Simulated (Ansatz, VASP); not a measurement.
**Two plane-wave programs on Cu**

INCAR

```
SYSTEM = Cu
  PREC = Accurate
  ENCUT = 520
  EDIFF = 1E-6
  ISMEAR = -1
  SIGMA = 0.1
  LREAL = .False.
  LASPH = .True.
  NELM = 200
  ALGO = Normal
  ISIF = 2
  LWAVE = .False.
  LCHARG = .True.
  ISPIN = 2
  MAGMOM = 1
  LORBIT = 11
  LMAXMIX = 4
  GGA = PE
  LELF = .True.
  LVHAR = .True.
  NBANDS = 16
  GGA_COMPAT = .False.
```

The input KPOINTS:

```
Automatic mesh
0
Gamma
  1 1 1
  0 0 0
```

Contents of POSCAR:

```
Cu
1.0
    8.5000000000      0.0000000000      0.0000000000
    0.0000000000      8.8000000000      0.0000000000
    0.0000000000      0.0000000000      9.1000000000
Cu
1
Direct
    0.5021050700      0.5044005300      0.4966902100
```

Input for Ansatz:

```yaml
crystal:
  lattice:
    - [8.5, 0.0, 0.0]
    - [0.0, 8.8, 0.0]
    - [0.0, 0.0, 9.1]
  atoms:
    - { symbol: Cu, position: [0.50210507, 0.50440053, 0.49669021], spin: 1 }
kpoints:
  mp_grid: { grid: [1, 1, 1] }
hamiltonian:
  xc: pbe
  pseudopotentials: { kind: nc }
output:
  forces: true
magnetization:
  spin_polarized: true
scf:
  occupations: { method: fermi_dirac, width: 0.1 }
  convergence: { dr2_threshold: 1.0e-09 }
```

Alike in both runs: task single point; functional PBE; k mesh 1 × 1 × 1; occupations fermi-dirac, width 0.1 eV; collinear spin.

|  | VASP | Ansatz |
| --- | --- | --- |
| version | VASP 6.6.1 | Ansatz 0.2 development build |
| potentials or method | VASP PAW PBE potentials, release 64 (Cu) | scalar-relativistic |
| plane-wave cutoff (eV) | 520 | 1252 |

Ansatz gave:

* net moment per atom (μB): 0.98
* size of the moment on the site where the two differ most (μB): 0.98

Q: Estimate VASP's values.

A: net moment per atom (μB): 0.98; size of the moment on the site where the two differ most (μB): 0.32.

Site moments also hang on the region over which each program counts them.
